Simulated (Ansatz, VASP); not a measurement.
**One calculation of Mg5CdS6, two programs**

```
Mg Cd S
1.0
     3.73002    0.00000    0.00000
    -1.86501    3.23029    0.00000
     0.00000    0.00000   18.30973
Mg Cd S
5 1 6
Direct
  0.33333 0.66667 0.83589
  0.00000 0.00000 0.00000
  0.66667 0.33333 0.16411
  0.33333 0.66667 0.32835
  0.66667 0.33333 0.67165
  0.00000 0.00000 0.50000
  0.66667 0.33333 0.91796
  0.33333 0.66667 0.08204
  0.00000 0.00000 0.24616
  0.66667 0.33333 0.40954
  0.33333 0.66667 0.59046
  0.00000 0.00000 0.75384
```

Alike in both runs: functional PBE; k mesh 12 × 12 × 2; occupations gaussian, width 0.02 eV; no spin polarisation.

Ansatz relaxed the structure, and its values are those at the end. VASP's run is a single point on that final structure, the one shown.

|  | VASP | Ansatz |
| --- | --- | --- |
| version | VASP 6.6.1 | Ansatz 0.2.0 |
| potentials or method | VASP PAW PBE potentials, release 64 (Mg, Cd, S), cutoff 520 eV | scalar-relativistic, plane waves, PAW |
| valence electrons in the cell | 58 | 106 |

|  | VASP | Ansatz | Ansatz less VASP |
| --- | --- | --- | --- |
| gap on the k mesh at the Fermi level (eV) | 1.91 | 1.92 | +0.011 |
| least direct gap on the mesh (eV) | 2.34 | 2.36 | +0.011 |
| pressure (GPa) | -0.2 | 0.0 | +0.16 |
| rms of the force components (eV/Å) | 0.011 | 0.002 | -0.0096 |

VASP's potentials hold 58 valence electrons a cell and Ansatz's 106, so a difference there can come from the potentials and not from the codes.
